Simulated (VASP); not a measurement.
# H8C3 in VASP: notebook

The runs below take H8C3 through single point, relaxation of the atoms, with PBE+D3(BJ).

Everything below comes from runs of VASP 6.6.1. Logs are shortened: lines on timing, memory, paths and dates and some standing lists are left out, and cuts for length are marked.

**1. The cell of the first run**

The cell holds a disordered packing, 33 atoms: a = 8.269 Å, b = 8.269 Å, c = 8.269 Å, α = 90.00°, β = 90.00°, γ = 90.00°.

**2. Single point, PBE+D3(BJ)**

The input, INCAR:

```
SYSTEM = H8C3
PREC = Accurate ; ENCUT = 520
EDIFF = 1E-6 ; ISMEAR = -1
SIGMA = 0.02 ; LREAL = Auto
LASPH = .TRUE. ; NELM = 80
ALGO = Normal ; ISIF = 2
LWAVE = .FALSE. ; LCHARG = .FALSE.
GGA = PE ; IVDW = 12
NBANDS = 52
```

The input, KPOINTS:

```
regular mesh
0
G
  1 1 1
  0 0 0
```

The input, POSCAR:

```
H8C3
1.0
    8.2694670000      0.0000000000      0.0000000000
    0.0000000000      8.2694670000      0.0000000000
    0.0000000000      0.0000000000      8.2694670000
C H
9 24
Direct
    0.6912295557      0.4538744758      0.3828662718
    0.5808838708      0.3332258294      0.3887795912
    0.5917310027      0.3698424578     -0.1292344476
    0.4797890844      0.4551079290     -0.0474637604
    0.0286959244      0.0783847375      0.4285403158
    0.1442414608     -0.0340650734      0.4209702995
    0.8131842113      0.8763079894      0.0589518043
    0.0151521253      0.5513051809      0.7919494691
    0.1657301492      0.6278760167      0.2659179848
    0.8253373525      0.4376823803      0.3589469551
    0.6440439269      0.5724069036      0.3969058707
    0.6124820378      0.2087558968      0.3873889333
    0.4512745501      0.3521750555      0.4029522096
    0.5859265174      0.3073474989     -0.2463520321
    0.7027417849      0.3218103416     -0.0559770055
    0.3518364606      0.4883748856     -0.0782154400
    0.5136606749      0.4945058732      0.0641395630
    0.0122498826      0.1540486225      0.3200327179
   -0.0609229108      0.0666064693      0.5174094050
    0.2448525401     -0.0411876606      0.3376517495
    0.1559108949     -0.1182059255      0.5134430067
    0.8233662460      0.9993872640      0.0148981790
    0.7631688959      0.8684719342      0.1776535295
    0.9106028236      0.7887690948      0.0596652723
    0.7279671108      0.8187710284     -0.0139186721
    0.0697626582      0.5512689028      0.9043750945
    0.0008464874      0.6782178344      0.7551514505
   -0.0988213630      0.4887376659      0.7970283937
    0.1057383747      0.4728116093      0.7318367677
    0.2252744947      0.5212669692      0.2122627734
    0.1412908474      0.7413657978      0.2005933393
    0.2481780265      0.6720747540      0.3621273294
    0.0491567353      0.5841972645      0.3271673979
```

Potentials or basis: VASP PAW PBE potentials, release 64 (C, H).

Launch:

```
$ cat potpaw_PBE.64/C/POTCAR potpaw_PBE.64/H/POTCAR > POTCAR
$ mpirun -np 1 vasp_gam > vasp.out
```

OUTCAR:

```text
SYSTEM = H8C3
   PREC = Accurate
   ENCUT = 520
   EDIFF = 1E-6
   ISMEAR = -1
   LREAL = Auto
   LASPH = .TRUE.
   NELM = 80
   ISIF = 2
   GGA = PE
   IVDW = 12
 IVDW          = 12

 ion  position               nearest neighbor table
   1  0.691  0.454  0.383-  11 1.06  10 1.13   2 1.35
   2  0.581  0.333  0.389-  12 1.06  13 1.09   1 1.35
   3  0.592  0.370  0.871-  14 1.10  15 1.17   4 1.35
   4  0.480  0.455  0.953-  17 1.02  16 1.12   3 1.35
   5  0.029  0.078  0.429-  19 1.05  18 1.10   6 1.33
   6  0.144  0.966  0.421-  21 1.04  20 1.08   5 1.33
   7  0.813  0.876  0.059-  25 1.04  23 1.07  24 1.08  22 1.08
   8  0.015  0.551  0.792-  26 1.03  28 1.08  27 1.10  29 1.11
   9  0.166  0.628  0.266-  31 1.10  30 1.10  32 1.11  33 1.15
  10  0.825  0.438  0.359-   1 1.13
  11  0.644  0.572  0.397-   1 1.06
  12  0.612  0.209  0.387-   2 1.06
  13  0.451  0.352  0.403-   2 1.09
  14  0.586  0.307  0.754-   3 1.10
  15  0.703  0.322  0.944-   3 1.17
[... 16 lines left out ...]
  32  0.248  0.672  0.362-   9 1.11
  33  0.049  0.584  0.327-   9 1.15

  LATTYP: Found a simple cubic cell.
 ALAT       =     8.2694670000

  Lattice vectors:

 A1 = (   8.2694670000,   0.0000000000,   0.0000000000)
 A2 = (   0.0000000000,   8.2694670000,   0.0000000000)
 A3 = (   0.0000000000,   0.0000000000,   8.2694670000)

Analysis of symmetry for initial positions (statically):
=====================================================================
 Subroutine PRICEL returns:
 Original cell was already a primitive cell.

 Routine SETGRP: Setting up the symmetry group for a
 simple cubic supercell.

 Subroutine GETGRP returns: Found  1 space group operations
 (whereof  1 operations were pure point group operations)
 out of a pool of 48 trial point group operations.

The static configuration has the point symmetry C_1 .

Analysis of symmetry for dynamics (positions and initial velocities):
=====================================================================
 Subroutine PRICEL returns:
 Original cell was already a primitive cell.

 Routine SETGRP: Setting up the symmetry group for a
 simple cubic supercell.

 Subroutine GETGRP returns: Found  1 space group operations
 (whereof  1 operations were pure point group operations)
 out of a pool of 48 trial point group operations.

The dynamic configuration has the point symmetry C_1 .

 Subroutine INISYM returns: Found  1 space group operations
 (whereof  1 operations are pure point group operations),
 and found     1 'primitive' translations

----------------------------------------------------------------------------------------

                                     Primitive cell

  volume of cell :     565.4999

  direct lattice vectors                    reciprocal lattice vectors
     8.269467000  0.000000000  0.000000000     0.120926778  0.000000000  0.000000000
     0.000000000  8.269467000  0.000000000     0.000000000  0.120926778  0.000000000
     0.000000000  0.000000000  8.269467000     0.000000000  0.000000000  0.120926778

  length of vectors
     8.269467000  8.269467000  8.269467000     0.120926778  0.120926778  0.120926778

  position of ions in fractional coordinates (direct lattice)
     0.691229556  0.453874476  0.382866272
     0.580883871  0.333225829  0.388779591
     0.591731003  0.369842458  0.870765552
     0.479789084  0.455107929  0.952536240
     0.028695924  0.078384738  0.428540316
     0.144241461  0.965934927  0.420970299
[... 25 lines left out ...]
     0.248178026  0.672074754  0.362127329
     0.049156735  0.584197264  0.327167398

  ion indices of the primitive-cell ions
   primitive index   ion index
                 1           1
                 2           2
                 3           3
                 4           4
                 5           5
                 6           6
[... 25 lines left out ...]
                32          32
                33          33

----------------------------------------------------------------------------------------

 KPOINTS: regular mesh

Automatic generation of k-mesh.
 Grid dimensions read from file:
 generate k-points for:    1    1    1

 Generating k-lattice:

  Cartesian coordinates                     Fractional coordinates (reciprocal lattice)
     0.120926778  0.000000000  0.000000000     1.000000000  0.000000000  0.000000000
     0.000000000  0.120926778  0.000000000     0.000000000  1.000000000  0.000000000
     0.000000000  0.000000000  0.120926778     0.000000000  0.000000000  1.000000000

  Length of vectors
     0.120926778  0.120926778  0.120926778

  Shift w.r.t. Gamma in fractional coordinates (k-lattice)
     0.000000000  0.000000000  0.000000000

 Subroutine IBZKPT returns following result:
 ===========================================

 Found      1 irreducible k-points:

 Following reciprocal coordinates:
            Coordinates               Weight
  0.000000  0.000000  0.000000      1.000000
   k-points           NKPTS =      1   k-points in BZ     NKDIM =      1   number of bands    NBANDS=     52
   number of dos      NEDOS =    301   number of ions     NIONS =     33
   total plane-waves  NPLWV = 262144
   dimension x,y,z NGX =    64 NGY =   64 NGZ =   64
   dimension x,y,z NGXF=   128 NGYF=  128 NGZF=  128
   ions per type =               9  24
   NGX,Y,Z   is equivalent  to a cutoff of  12.87, 12.87, 12.87 a.u.
   NGXF,Y,Z  is equivalent  to a cutoff of  25.73, 25.73, 25.73 a.u.
 SYSTEM =  H8C3
   PREC   = accura    normal or accurate (medium, high low for compatibility)
   ISTART =      0    job   : 0-new  1-cont  2-samecut
   ICHARG =      2    charge: 1-file 2-atom 10-const
   ISPIN  =      1    spin polarized calculation?
   LNONCOLLINEAR =      F non collinear calculations
   LSORBIT =      F    spin-orbit coupling
   LASPH  =      T    aspherical Exc in radial PAW
   ENCUT  =  520.0 eV  38.22 Ry    6.18 a.u.  15.38 15.38 15.38*2*pi/ulx,y,z
   NELM   =     80;   NELMIN=  2; NELMDL= -5     # of ELM steps
   EDIFF  = 0.1E-05   stopping-criterion for ELM
   LREAL  =      T    real-space projection
   EDIFFG = 0.1E-04   stopping-criterion for IOM
   NSW    =      0    number of steps for IOM
   IBRION =     -1    ionic relax: 0-MD 1-quasi-New 2-CG
   NFREE  =      0    steps in history (QN), initial steepest desc. (CG)
   ISIF   =      2    stress and relaxation
   ISYM   =      2    0-nonsym 1-usesym 2-fastsym
   POTIM  = 0.5000    time-step for ionic-motion
   TEBEG  =    0.0;   TEEND  =   0.0 temperature during run
   PSTRESS=    0.0 pullay stress
   NELECT =      60.0000    total number of electrons
   NUPDOWN=      -1.0000    fix difference up-down
   EMIN   =  10.00;   EMAX   =-10.00  energy-range for DOS
   EFERMI =   0.00;   METHOD = LEGACY
   ISMEAR =    -1;   SIGMA  =   0.02  broadening in eV -4-tet -1-fermi 0-gaus
   EFERMI_NEDOS =   21; number of points for ismear=-14 and -15
   IALGO  =     38    algorithm
   IMIX   =      4    mixing-type and parameters
     AMIX     =   0.40;   BMIX     =  1.00
     AMIX_MAG =   1.60;   BMIX_MAG =  1.00
  volume/ion in A,a.u.               =      17.14       115.64
  Fermi-wavevector in a.u.,A,eV,Ry     =   0.775023  1.464580  8.172477  0.600660
  Thomas-Fermi vector in A             =   1.877202
   LORBIT       =      0    0 simple, 1 ext, 2 COOP (PROOUT), +10 PAW based schemes
   GGA     = PE    functional components
   LHFCALC =     F    Hartree Fock is set to
   AEXX    =    0.0000 exact exchange contribution
   IVDW    =    12    specifies the selected vdW correction
   LEPSILON=     F    determine dielectric tensor
   LRPA    =     F    only Hartree local field effects (RPA)
 non-spin polarized calculation
  energy-cutoff  :      520.00
  volume of cell :      565.50
 maximum number of plane-waves:      7638
 NGX is ok and might be reduce to    64
   NGX = 31   NGY = 31   NGZ = 31

 number of electron      60.0000000 magnetization

 Free energy of the ion-electron system (eV)
  ---------------------------------------------------
  ext. energy  EPLUGINS =         0.00000000
  ---------------------------------------------------
  free energy    TOTEN  =      -166.56939896 eV

  energy without entropy =     -166.56939896  energy(sigma->0) =     -166.56939896

 E-fermi :  -4.2258     XC(G=0):  -4.8127

 val. band max:       -4.7403028955   @ k =   0.0000   0.0000   0.0000
 cond. band min:       0.2151340438   @ k =   0.0000   0.0000   0.0000
 fundamental gap:      4.9554369392
 Fermi energy:        -4.2258266638

 k-point     1 :       0.0000    0.0000    0.0000
  band No.  band energies     occupation
      1     -17.1912      2.00000
      2     -17.0372      2.00000
      3     -16.8400      2.00000
      4     -15.4792      2.00000
      5     -15.3573      2.00000
      6     -15.2374      2.00000
[... 34 lines left out ...]
     41       3.2185      0.00000
     42       3.3576      0.00000
 [bands above 42 left out]

------------------------ aborting loop because EDIFF is reached ----------------------------------------

 Edisp (eV)   -0.82024

 E8    (eV) :    -0.1802

  FORCE on cell =-STRESS in cart. coord.  units (eV):
  Direction    XX          YY          ZZ          XY          YZ          ZX
  --------------------------------------------------------------------------------------
  -------------------------------------------------------------------------------------
  Total      -3.59056     0.23930     8.60852     1.45632     1.25562     1.72760
  in kB     -10.17281     0.67798    24.38972     4.12606     3.55743     4.89464
  external pressure =        4.96 kB  Pullay stress =        0.00 kB

 VOLUME and BASIS-vectors are now :
 -----------------------------------------------------------------------------
  energy-cutoff  :      520.00
  volume of cell :      565.50
      direct lattice vectors                 reciprocal lattice vectors
     8.269467000  0.000000000  0.000000000     0.120926778  0.000000000  0.000000000
     0.000000000  8.269467000  0.000000000     0.000000000  0.120926778  0.000000000
     0.000000000  0.000000000  8.269467000     0.000000000  0.000000000  0.120926778

 POSITION                                       TOTAL-FORCE (eV/Angst)
 -----------------------------------------------------------------------------------
      5.71610      3.75330      3.16610         0.128990     -1.632261     -0.361049
      4.80360      2.75560      3.21500         0.717001      1.035699      0.167091
      4.89330      3.05840      7.20077         0.877650     -1.386552      1.268320
      3.96760      3.76350      7.87697        -0.888428     -0.923330     -2.700755
      0.23730      0.64820      3.54380         1.065351     -0.553447     -2.349651
      1.19280      7.98777      3.48120         0.247938      1.357856     -0.213238
[... 25 lines left out ...]
      2.05230      5.55770      2.99460        -0.236218     -0.475030      0.029845
      0.40650      4.83100      2.70550         1.155403      0.554432     -0.585258
 -----------------------------------------------------------------------------------
    total drift:                                0.014274     -0.014240      0.010838

  FREE ENERGIE OF THE ION-ELECTRON SYSTEM (eV)
  ---------------------------------------------------
  free  energy   TOTEN  =      -167.3896429513 eV

  energy  without entropy=     -167.3896429513  energy(sigma->0) =     -167.38964295
```

It took 36 s on 1 thread of Intel Xeon 6975P-C (Granite Rapids), shared host; peak memory 0.53 GiB.

Results:

| Property | Result |
| --- | --- |
| Free energy | -167.3896 eV |
| Pressure | 0.5 GPa |
| Largest force | 3.093 eV/Å |
| Band gap on the k mesh | 4.96 eV |
| Dispersion energy per atom | -0.025 eV |

Forces on the atoms (eV/Å):
```
C    0.129 -1.632 -0.361
C    0.717  1.036  0.167
C    0.878 -1.387  1.268
C   -0.888 -0.923 -2.701
C    1.065 -0.553 -2.350
C    0.248  1.358 -0.213
C    0.194 -0.293  0.432
C    0.347 -0.348 -1.351
C   -0.596 -0.209  1.729
H   -1.333  0.009  0.430
H    0.004  1.222 -0.038
H    0.482 -1.053 -0.293
H   -0.018  0.393  0.111
H   -0.483  0.508  0.028
H   -1.265  1.172 -0.992
H    1.050 -0.265 -0.487
H    0.715  0.885  2.876
H   -0.124  0.321  0.647
H   -1.179  0.286  1.063
H   -0.091  0.349 -0.618
H    0.050 -1.410  1.626
H    0.757  0.189  0.102
H   -0.372  0.435  1.081
H    1.000  0.529 -0.250
H   -1.641 -0.838 -1.383
H    0.474  0.283  2.685
H    0.223 -0.361 -0.488
H   -0.604 -0.191  0.018
H   -0.443  0.617 -0.903
H   -0.223  0.584 -0.575
H    0.005 -0.792 -0.705
H   -0.236 -0.475  0.030
H    1.155  0.554 -0.585
```

Caveat: the k points lie up to 0.76 Å⁻¹ apart; the atoms stand as in a frame of molecular dynamics.

**3. Single point, PBE+D3(BJ)**

The input, INCAR:

```
ALGO = Normal
EDIFF = 1E-6
ENCUT = 520
GGA = PE
ISIF = 2
ISMEAR = -1
IVDW = 12
LASPH = True
LCHARG = False
LREAL = Auto
LWAVE = False
NBANDS = 52
NELM = 80
PREC = Accurate
SIGMA = 0.02
```

The input, KPOINTS:

```
k-points
0
Gamma
  1 1 1
```

The input, POSCAR:

```
H8C3
1.0
    8.2694670000      0.0000000000      0.0000000000
    0.0000000000      8.2694670000      0.0000000000
    0.0000000000      0.0000000000      8.2694670000
C H
9 24
Direct
    0.6632108212      0.4867907448      0.3065856602
    0.5593347189      0.3646909771      0.3548233520
    0.5919607636      0.3755260164     -0.1944381663
    0.5092105694      0.4439342947     -0.0789168153
    0.0159381493      0.0681422394      0.4183824665
    0.1615098047      0.0276075834      0.4614686775
    0.8279010001      0.8823180502      0.0163613931
    0.0268094667      0.5343149685      0.7961577209
    0.2228680518      0.6449750631      0.2505844693
    0.7836780774      0.4777091438      0.2527732440
    0.6310201129      0.6153842805      0.2983747320
    0.6019251301      0.2407168443      0.3525741139
    0.4450830991      0.4005457667      0.3964584416
    0.5214725447      0.3285217778     -0.3040341052
    0.7231784104      0.3591767160     -0.1957441755
    0.3717047302      0.4251422734     -0.0896188352
    0.5418607995      0.4980369351      0.0291796315
   -0.0037729155      0.0807669950      0.2915423691
   -0.0873575044      0.0539938064      0.4963681456
    0.2583721539      0.0579118340      0.3827816230
    0.2042332353     -0.0157204811      0.5778365159
    0.7124159272      0.9468203936      0.0404620999
    0.8393890441      0.7866407835      0.1091726952
    0.9257912269      0.9695909059      0.0543082160
    0.8468623189      0.8572015585     -0.1048193312
   -0.0039784910      0.5366246700      0.9167942746
    0.1544476808      0.5308685554      0.7767006023
   -0.0028538720      0.6375380662      0.7242062880
   -0.0344399464      0.4379363265      0.7173981104
    0.2392778156      0.5989745167      0.1249294543
    0.1408192330      0.7561188647      0.2278986058
    0.3389698514      0.6931160134      0.2982779906
    0.1470106840      0.5430942526      0.3194764548
```

Potentials or basis: VASP PAW PBE potentials, release 64 (C, H).

Launch:

```
$ cat potpaw_PBE.64/C/POTCAR potpaw_PBE.64/H/POTCAR > POTCAR
$ mpirun -np 1 vasp_gam > vasp.out
```

Run time: 33 s. Hardware: 1 thread of Intel Xeon 6975P-C (Granite Rapids), shared host; peak memory 0.5 GiB.

It converged, with:

```
Free energy                : -167.2697 eV
Pressure                   : 0.1 GPa
Largest force              : 4.185 eV/Å
Band gap on the k mesh     : 4.84 eV
Dispersion energy per atom : -0.025 eV
```

Forces in eV/Å, atoms in the order of the input:
```
C   -1.126 -0.860 -0.015
C    3.413  2.126 -1.159
C    0.336 -1.066 -2.163
C   -3.753 -0.923 -0.790
C   -1.463 -0.680 -0.065
C    1.832  0.127  1.215
C    0.233  1.905  3.440
C   -0.272 -1.276 -3.809
C   -2.174  0.082 -0.716
H    0.062 -0.866  0.260
H   -0.569 -0.193  0.457
H   -0.233 -0.238  0.060
H   -1.483 -0.003  0.533
H    0.979  0.254  1.116
H   -0.040  0.278 -0.101
H    1.329  0.697  0.115
H    1.114  0.729  1.686
H   -0.438  0.893 -0.771
H   -0.485 -0.051  0.247
H    0.909 -0.283 -0.977
H   -0.364  0.083  0.422
H    0.292 -0.274 -0.352
H   -0.109 -0.281 -0.788
H   -0.555 -0.340 -0.360
H    0.104 -0.995 -1.955
H   -0.850  0.100  2.153
H    1.132 -0.591  0.173
H   -0.687  1.343  0.147
H    0.727  0.410  1.289
H    0.296 -0.018  0.548
H    0.756 -1.271  0.633
H   -0.564 -0.706  0.216
H    1.649  1.888 -0.689
```

Stress tensor (GPa, compression positive):
```
 0.28 -1.79 -0.57
-1.79 -1.21  0.69
-0.57  0.69  1.38
```

Levels at points of the mesh, in eV from the valence-band top:
| k point | band 27 | band 28 | band 29 | band 30 | band 31 | band 32 | band 33 | band 34 |
| --- | --- | --- | --- | --- | --- | --- | --- | --- |
| (0.00, 0.00, 0.00) | -1.60 | -0.48 | -0.44 | 0.00 | 4.84 | 4.97 | 5.19 | 5.58 |

Caveat: the k points lie up to 0.76 Å⁻¹ apart; the atoms stand as in a frame of molecular dynamics.

(Continued in part 2 of 2.)
